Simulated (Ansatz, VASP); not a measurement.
**One calculation of In, two programs**

The input POSCAR:

```
In
1.0
   -1.6468602161      1.6468602161      2.5062524172
    1.6468602161     -1.6468602161      2.5062524172
    1.6468602161      1.6468602161     -2.5062524172
In
1
Direct
    0.0000000000      0.0000000000      0.0000000000
```

INCAR.step1

```
PREC     = Accurate       # precision mode
ENCUT    = 520            # plane-wave cutoff, eV
ISMEAR   = -1             # smearing method
SIGMA    = 0.05           # smearing width, eV
LREAL    = False          # projectors in reciprocal space
LASPH    = True           # aspherical terms in the spheres
NELM     = 100            # most SCF steps
NBANDS   = 12             # bands
GGA      = PE             # functional
ALGO     = Normal         # electronic algorithm
EDIFF    = 1E-4           # SCF threshold, eV
LWAVE    = True           # write WAVECAR
LCHARG   = False          # write CHGCAR
```

The input INCAR.step2:

```
PREC     = Accurate       # precision mode
ENCUT    = 520            # plane-wave cutoff, eV
EDIFF    = 1E-6           # SCF threshold, eV
ISMEAR   = -1             # smearing method
SIGMA    = 0.05           # smearing width, eV
LREAL    = False          # projectors in reciprocal space
LASPH    = True           # aspherical terms in the spheres
NELM     = 100            # most SCF steps
ALGO     = Normal         # electronic algorithm
ISIF     = 2              # what is computed and relaxed
LWAVE    = False          # write WAVECAR
LCHARG   = False          # write CHGCAR
METAGGA  = R2SCAN         # meta-GGA
LMIXTAU  = True         
NBANDS   = 12             # bands
ISTART   = 1
```

Contents of KPOINTS:

```
Automatic mesh
0
Gamma
  11 11 11
```

input.yaml

```yaml
crystal:
  lattice:
    - [-1.6468602161, 1.6468602161, 2.5062524172]
    - [1.6468602161, -1.6468602161, 2.5062524172]
    - [1.6468602161, 1.6468602161, -2.5062524172]
  atoms:
    - { symbol: In, position: [0.0, 0.0, 0.0] }
hamiltonian:
  xc: r2scan
  pseudopotentials: { kind: paw }
kpoints:
  mp_grid: { grid: [11, 11, 11] }
scf:
  occupations: { method: fermi_dirac, width: 0.05 }
output:
  forces: true
  stress: true
  eigenvalues: true
```

Alike in both runs: task single point; functional r2SCAN; k mesh 11 × 11 × 11; occupations fermi-dirac, width 0.05 eV; no spin polarisation.

```csv
,VASP,Ansatz
version,VASP 6.6.1,Ansatz 0.2.0
potentials or method,"VASP PAW PBE potentials, release 64 (In_d)",Ansatz PAW
plane-wave cutoff (eV),520,500
valence electrons in the cell,13,13
```

|  | VASP | Ansatz | Ansatz less VASP |
| --- | --- | --- | --- |
| gap on the k mesh at the Fermi level (eV) | none | none | - |
| pressure (GPa) | -1.3 | -1.3 | -0.01 |
| traceless stress, the component that is largest in VASP (GPa) | -0.18 | -0.18 | -0.005 |

VASP's potentials were made for PBE, not for r2SCAN. A gap of «none» marks a metal or a gap that the smearing closes.
